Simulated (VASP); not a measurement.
# Si (Fd-3m) in VASP: a series of runs

The runs below take Si through vibrations by perturbation theory, with LDA.

Everything below comes from runs of VASP 6.6.1. Logs are shortened: lines on timing, memory, paths and dates and some standing lists are left out, and cuts for length are marked.

### Step 1. The cell of the first run

The structure is cubic, space group Fd-3m (No. 227). Conventional cell: a = 5.402 Å, b = 5.402 Å, c = 5.402 Å, α = 90.00°, β = 90.00°, γ = 90.00°. Si (site symmetry -43m) has 4 Si at 2.34 Å within 3.1 Å.

### Step 2. Vibrations by perturbation theory, LDA

INCAR reads:

```
  PREC = Accurate
  ENCUT = 520
  EDIFF = 1E-8
  ISMEAR = 0
  SIGMA = 0.01
  LREAL = F
  LASPH = T
  NELM = 80
  ALGO = Normal
  ISIF = 2
  LWAVE = F
  LCHARG = F
  GGA = CA
  NBANDS = 11
  IBRION = 8
  NSW = 1
  LEPSILON = T
```

KPOINTS reads:

```
Automatic mesh
0
Gamma
  12 12 12
```

POSCAR reads:

```
Si
1.0
    0.0000000000      2.7008304917      2.7008304917
    2.7008304917      0.0000000000      2.7008304917
    2.7008304917      2.7008304917      0.0000000000
Si
2
Direct
    0.5000000000      0.5000000000      0.5000000000
    0.7500000000      0.7500000000      0.7500000000
```

Potentials or basis: VASP PAW LDA potentials, release 64 (Si).

Run with:

```console
cat potpaw_LDA.64/Si/POTCAR > POTCAR
mpirun -np 1 vasp_std > vasp.out
```

OUTCAR:

```text
PREC = Accurate
   ENCUT = 520
   EDIFF = 1E-8
   ISMEAR = 0
   LREAL = F
   LASPH = T
   NELM = 80
   ISIF = 2
   GGA = CA
   IBRION = 8
   NSW = 1
   LEPSILON = T

 ion  position               nearest neighbor table
   1  0.500  0.500  0.500-   2 2.34   2 2.34   2 2.34   2 2.34
   2  0.750  0.750  0.750-   1 2.34   1 2.34   1 2.34   1 2.34

  LATTYP: Found a face centered cubic cell.
 ALAT       =     5.4016609834

  Lattice vectors:

 A1 = (   0.0000000000,   2.7008304917,   2.7008304917)
 A2 = (   2.7008304917,   0.0000000000,   2.7008304917)
 A3 = (   2.7008304917,   2.7008304917,   0.0000000000)

Analysis of symmetry for initial positions (statically):
=====================================================================
 Subroutine PRICEL returns:
 Original cell was already a primitive cell.

 Routine SETGRP: Setting up the symmetry group for a
 face centered cubic supercell.

 Subroutine GETGRP returns: Found 48 space group operations
 (whereof 24 operations were pure point group operations)
 out of a pool of 48 trial point group operations.

The static configuration has the point symmetry T_d .
 The point group associated with its full space group is O_h .

Analysis of symmetry for dynamics (positions and initial velocities):
=====================================================================
 Subroutine PRICEL returns:
 Original cell was already a primitive cell.

 Routine SETGRP: Setting up the symmetry group for a
 face centered cubic supercell.

 Subroutine GETGRP returns: Found 48 space group operations
 (whereof 24 operations were pure point group operations)
 out of a pool of 48 trial point group operations.

The dynamic configuration has the point symmetry T_d .
 The point group associated with its full space group is O_h .

 Subroutine INISYM returns: Found 48 space group operations
 (whereof 24 operations are pure point group operations),
 and found     1 'primitive' translations

----------------------------------------------------------------------------------------

                                     Primitive cell

  volume of cell :      39.4023

  direct lattice vectors                    reciprocal lattice vectors
     0.000000000  2.700830492  2.700830492    -0.185128242  0.185128242  0.185128242
     2.700830492  0.000000000  2.700830492     0.185128242 -0.185128242  0.185128242
     2.700830492  2.700830492  0.000000000     0.185128242  0.185128242 -0.185128242

  length of vectors
     3.819551111  3.819551111  3.819551111     0.320651521  0.320651521  0.320651521

  position of ions in fractional coordinates (direct lattice)
     0.500000000  0.500000000  0.500000000
     0.750000000  0.750000000  0.750000000

  ion indices of the primitive-cell ions
   primitive index   ion index
                 1           1
                 2           2

----------------------------------------------------------------------------------------

 KPOINTS: Automatic mesh

[... 487 lines left out ...]
          -0.000000    14.226956    -0.000000
           0.000000     0.000000    14.226956
 ------------------------------------------------------

 Free energy of the ion-electron system (eV)
  ---------------------------------------------------
  ---------------------------------------------------
  free energy    TOTEN  =        -1.43446140 eV

  energy without entropy =       -1.43446140

------------------------ aborting loop because EDIFF is reached ----------------------------------------

--------------------------------------- Ionic step        2  -------------------------------------------

------------------------ aborting loop because EDIFF is reached ----------------------------------------

--------------------------------------- Ionic step        3  -------------------------------------------

------------------------ aborting loop because EDIFF is reached ----------------------------------------

 PIEZOELECTRIC TENSOR FIELD DIRECTION 3  (e Angst)
 -----------------------------------------------------------------------------
     0.00120 -0.00000  0.00000           (  0.00000 -0.00000  0.00000)
     0.00000  0.00120  0.00000           ( -0.00000  0.00000  0.00000)
     0.00000  0.00000 -0.00714           (  0.00000  0.00000  0.00000)

 PIEZOELECTRIC TENSOR FIELD DIRECTION 3  (C/m^2)
 -----------------------------------------------------------------------------
     0.00049 -0.00000  0.00000
     0.00000  0.00049  0.00000
     0.00000  0.00000 -0.00290

--------------------------------------- Ionic step        4  -------------------------------------------

 Free energy of the ion-electron system (eV)
  ---------------------------------------------------
  ---------------------------------------------------
  free energy    TOTEN  =        -0.01772639 eV

  energy without entropy =       -0.01772639

------------------------ aborting loop because EDIFF is reached ----------------------------------------

 INTERNAL STRAIN TENSOR  FOR ION    1  DIRECTION 1   (eV/Angst):
 -----------------------------------------------------------------------------
    -0.00679  0.00000  0.00000
     0.00000  0.00413  9.67232
     0.00000  9.67232  0.00413

 MACROSCOPIC STATIC DIELECTRIC TENSOR (including local field effects in DFT)
 ------------------------------------------------------
          13.431973     0.000000    -0.000000
          -0.000000    13.431973     0.000000
           0.000000    -0.000000    13.431973
 ------------------------------------------------------

 PIEZOELECTRIC TENSOR (including local field effects)  for field in x, y, z        (e  Angst)
          XX          YY          ZZ          XY          YZ          ZX
  --------------------------------------------------------------------------------
  x    -0.00000    -0.00000     0.00000     0.00000     0.00000     0.00000
  y     0.00000     0.00000     0.00000     0.00000    -0.00000     0.00000
  z     0.00000    -0.00000     0.00000     0.00000     0.00000     0.00000

 PIEZOELECTRIC TENSOR (including local field effects)  for field in x, y, z        (C/m^2)
          XX          YY          ZZ          XY          YZ          ZX
  --------------------------------------------------------------------------------
  x    -0.00000    -0.00000     0.00000     0.00000     0.00000     0.00000
  y     0.00000     0.00000     0.00000     0.00000    -0.00000     0.00000
  z     0.00000    -0.00000     0.00000     0.00000     0.00000     0.00000

 BORN EFFECTIVE CHARGES (including local field effects) (in |e|, cummulative output)
 ---------------------------------------------------------------------------------
 ion    1
    1     0.00000     0.00000    -0.00000
    2     0.00000     0.00000    -0.00000
    3    -0.00000     0.00000     0.00000
 ion    2
    1    -0.00000     0.00000     0.00000
    2    -0.00000    -0.00000     0.00000
    3     0.00000    -0.00000    -0.00000

 INTERNAL STRAIN TENSOR FOR ION    2 for displacements in x,y,z  (eV/Angst):
          X           Y           Z          XY          YZ          ZX
  --------------------------------------------------------------------------------
  x     0.00000    -0.00000    -0.00000     0.00000    -9.67232     0.00000
  y    -0.00000     0.00000    -0.00000     0.00000     0.00000    -9.67232
  z    -0.00000    -0.00000     0.00000    -9.67232     0.00000     0.00000

 SECOND DERIVATIVES (NOT SYMMETRIZED)
 ------------------------------------
               1X          1Y          1Z          2X          2Y          2Z
  1X   -13.597129    0.000000    0.000000   13.597129    0.000000    0.000000
  1Y     0.000000  -13.597129    0.000000    0.000000   13.597129    0.000000
  1Z     0.000000    0.000000  -13.597129    0.000000    0.000000   13.597129
  2X    13.597129    0.000000    0.000000  -13.597129    0.000000    0.000000
  2Y     0.000000   13.597129    0.000000    0.000000  -13.597129    0.000000
  2Z     0.000000    0.000000   13.597129    0.000000    0.000000  -13.597129

 Eigenvectors and eigenvalues of the dynamical matrix
 ----------------------------------------------------

   1 f  =   15.383392 THz    96.656705 2PiTHz  513.134734 cm-1    63.620570 meV
             X         Y         Z           dx          dy          dz
      2.700830  2.700830  2.700830     0.707107    0.000000    0.000000
      4.051246  4.051246  4.051246    -0.707107    0.000000    0.000000
[... 16 lines left out ...]
   5 f  =    0.000000 THz     0.000000 2PiTHz    0.000000 cm-1     0.000000 meV
             X         Y         Z           dx          dy          dz
      2.700830  2.700830  2.700830     0.707107    0.000000    0.000000
      4.051246  4.051246  4.051246     0.707107    0.000000    0.000000

   6 f/i=    0.000000 THz     0.000001 2PiTHz    0.000004 cm-1     0.000000 meV
             X         Y         Z           dx          dy          dz
      2.700830  2.700830  2.700830     0.000000    0.500000    0.500000
      4.051246  4.051246  4.051246     0.000000    0.500000    0.500000

--------------------------------------------------------------------------------------------------------

 MACROSCOPIC STATIC DIELECTRIC TENSOR IONIC CONTRIBUTION
 ------------------------------------------------------
           0.000000     0.000000    -0.000000
           0.000000     0.000000     0.000000
          -0.000000     0.000000     0.000000
 ------------------------------------------------------

 ELASTIC MODULI CONTR FROM IONIC RELAXATION (kBar)
 Direction    XX          YY          ZZ          XY          YZ          ZX
 --------------------------------------------------------------------------------
 XX          -0.0000     -0.0000     -0.0000     -0.0000      0.0000     -0.0000
 YY          -0.0000     -0.0000     -0.0000     -0.0000     -0.0000      0.0000
 ZZ          -0.0000     -0.0000     -0.0000      0.0000     -0.0000     -0.0000
 XY          -0.0000     -0.0000      0.0000   -279.7712      0.0000      0.0000
 YZ           0.0000     -0.0000     -0.0000      0.0000   -279.7712      0.0000
 ZX          -0.0000      0.0000     -0.0000      0.0000      0.0000   -279.7712
 --------------------------------------------------------------------------------

 PIEZOELECTRIC TENSOR IONIC CONTR  for field in x, y, z        (C/m^2)
          XX          YY          ZZ          XY          YZ          ZX
  --------------------------------------------------------------------------------
  x    -0.00000     0.00000     0.00000    -0.00000     0.00000     0.00000
  y     0.00000    -0.00000     0.00000    -0.00000     0.00000     0.00000
  z     0.00000     0.00000     0.00000     0.00000    -0.00000     0.00000
```

Run time: 11 min. Hardware: 1 thread of Intel Xeon 8259CL, shared host; peak memory 0.35 GiB.

What came out:

| Property | Result |
| --- | --- |
| Electronic dielectric tensor (diagonal) | 13.43 |
| Born charges (mean of the diagonal) | Si +0.00 e |
| Highest phonon frequency at Γ | 513 cm⁻¹ |

Phonon frequencies in cm⁻¹ (negative: imaginary):
```tsv
q point	frequencies
(0.000, 0.000, 0.000)	0 0 0 513 513 513
```

Electronic dielectric tensor:
```
13.43  0.00  0.00
 0.00 13.43  0.00
 0.00  0.00 13.43
```

Born effective charge tensors (e):
atom 1, Si
```
0.00 0.00 0.00
0.00 0.00 0.00
0.00 0.00 0.00
```
atom 2, Si
```
0.00 0.00 0.00
0.00 0.00 0.00
0.00 0.00 0.00
```

### Step 3. Vibrations by perturbation theory, LDA

INCAR is that of step 2.

KPOINTS is that of step 2.

POSCAR reads:

```
Si
1.0
    0.0000000000      2.7008304894      2.7008304894
    2.7008304894      0.0000000000      2.7008304894
    2.7008304894      2.7008304894      0.0000000000
Si
2
Direct
    0.5000000000      0.5000000000      0.5000000000
    0.7500000000      0.7500000000      0.7500000000
```

Potentials or basis: VASP PAW LDA potentials, release 64 (Si).

Run with:

```console
cat potpaw_LDA.64/Si/POTCAR > POTCAR
mpirun -np 1 vasp_std > vasp.out
```

OUTCAR:

```text
PREC = Accurate
   ENCUT = 520
   EDIFF = 1E-8
   ISMEAR = 0
   LREAL = F
   LASPH = T
   NELM = 80
   ISIF = 2
   GGA = CA
   IBRION = 8
   NSW = 1
   LEPSILON = T

 ion  position               nearest neighbor table
   1  0.500  0.500  0.500-   2 2.34   2 2.34   2 2.34   2 2.34
   2  0.750  0.750  0.750-   1 2.34   1 2.34   1 2.34   1 2.34

  LATTYP: Found a face centered cubic cell.
 ALAT       =     5.4016609788

  Lattice vectors:

 A1 = (   0.0000000000,   2.7008304894,   2.7008304894)
 A2 = (   2.7008304894,   0.0000000000,   2.7008304894)
 A3 = (   2.7008304894,   2.7008304894,   0.0000000000)

Analysis of symmetry for initial positions (statically):
=====================================================================
 Subroutine PRICEL returns:
 Original cell was already a primitive cell.

[... 630 lines left out ...]
  z    -0.00000    -0.00000     0.00000    -9.67242     0.00000     0.00000

 SECOND DERIVATIVES (NOT SYMMETRIZED)
 ------------------------------------
               1X          1Y          1Z          2X          2Y          2Z
  1X   -13.597800    0.000000    0.000000   13.597800    0.000000    0.000000
  1Y     0.000000  -13.597800    0.000000    0.000000   13.597800    0.000000
  1Z     0.000000    0.000000  -13.597800    0.000000    0.000000   13.597800
  2X    13.597800    0.000000    0.000000  -13.597800    0.000000    0.000000
  2Y     0.000000   13.597800    0.000000    0.000000  -13.597800    0.000000
  2Z     0.000000    0.000000   13.597800    0.000000    0.000000  -13.597800

 Eigenvectors and eigenvalues of the dynamical matrix
 ----------------------------------------------------

   1 f  =   15.383772 THz    96.659089 2PiTHz  513.147393 cm-1    63.622139 meV
             X         Y         Z           dx          dy          dz
      2.700830  2.700830  2.700830     0.000000   -0.707107    0.000000
      4.051246  4.051246  4.051246     0.000000    0.707107    0.000000
[... 21 lines left out ...]
   6 f  =    0.000000 THz     0.000000 2PiTHz    0.000000 cm-1     0.000000 meV
             X         Y         Z           dx          dy          dz
      2.700830  2.700830  2.700830     0.000000    0.000000    0.707107
      4.051246  4.051246  4.051246     0.000000    0.000000    0.707107

--------------------------------------------------------------------------------------------------------

 MACROSCOPIC STATIC DIELECTRIC TENSOR IONIC CONTRIBUTION
 ------------------------------------------------------
           0.000000     0.000000    -0.000000
           0.000000     0.000000    -0.000000
          -0.000000    -0.000000     0.000000
 ------------------------------------------------------

 ELASTIC MODULI CONTR FROM IONIC RELAXATION (kBar)
 Direction    XX          YY          ZZ          XY          YZ          ZX
 --------------------------------------------------------------------------------
 XX          -0.0000     -0.0000      0.0000     -0.0000      0.0000      0.0000
 YY          -0.0000     -0.0000     -0.0000     -0.0000     -0.0000      0.0000
 ZZ           0.0000     -0.0000     -0.0000      0.0000     -0.0000      0.0000
 XY          -0.0000     -0.0000      0.0000   -279.7630      0.0000      0.0000
 YZ           0.0000     -0.0000     -0.0000      0.0000   -279.7630      0.0000
 ZX           0.0000      0.0000      0.0000      0.0000      0.0000   -279.7630
 --------------------------------------------------------------------------------

 PIEZOELECTRIC TENSOR IONIC CONTR  for field in x, y, z        (C/m^2)
          XX          YY          ZZ          XY          YZ          ZX
  --------------------------------------------------------------------------------
  x     0.00000    -0.00000    -0.00000    -0.00000    -0.00000    -0.00000
  y    -0.00000    -0.00000    -0.00000    -0.00000    -0.00000     0.00000
  z     0.00000     0.00000    -0.00000     0.00000     0.00000    -0.00000
```

stdout:

```text
POSCAR found type information on POSCAR Si
 POSCAR found :  1 types and       2 ions
 scaLAPACK will be used
 LDA part: xc-table for (Slater(with rela. corr.)+CA(PZ))
 , standard interpolation
 POSCAR, INCAR and KPOINTS ok, starting setup
 FFT: planning ... GRIDC
 FFT: planning ... GRID_SOFT
 FFT: planning ... GRID
 WAVECAR not read
[... 20 lines left out ...]
 Linear response to external field, progress :
  Direction:   2
 dielectric tensor                  component  2 :     5.704    13.432    -0.175
 Linear response to external field, progress :
  Direction:   3
 dielectric tensor                  component  3 :     1.064     4.339    13.432
 Linear response DOF=           1
 Linear response progress:
 first order change of Fermi-energy   0.64856E-04
 force on displaced ion       1 direction 1 : -13.598   0.000   0.000
 Born effective charge ion    1 direction 1 :  -0.008   0.000   0.000
 Born effective charges drift removed
 Linear response finished
```

Run time: 4.4 min. Hardware: 1 thread of Intel Xeon Platinum 8375C at 2.90GHz (Ice Lake), shared host; peak memory 0.35 GiB.

Results:

```
Electronic dielectric tensor (diagonal) : 13.43
Born charges (mean of the diagonal)     : Si +0.00 e
Highest phonon frequency at Γ           : 513 cm⁻¹
```

Phonon frequencies in cm⁻¹ (negative: imaginary):
```tsv
q point	frequencies
(0.000, 0.000, 0.000)	0 0 0 513 513 513
```

Electronic dielectric tensor:
```
13.43  0.00  0.00
 0.00 13.43  0.00
 0.00  0.00 13.43
```

Born effective charge tensors (e):
atom 1, Si
```
0.00 0.00 0.00
0.00 0.00 0.00
0.00 0.00 0.00
```
atom 2, Si
```
0.00 0.00 0.00
0.00 0.00 0.00
0.00 0.00 0.00
```
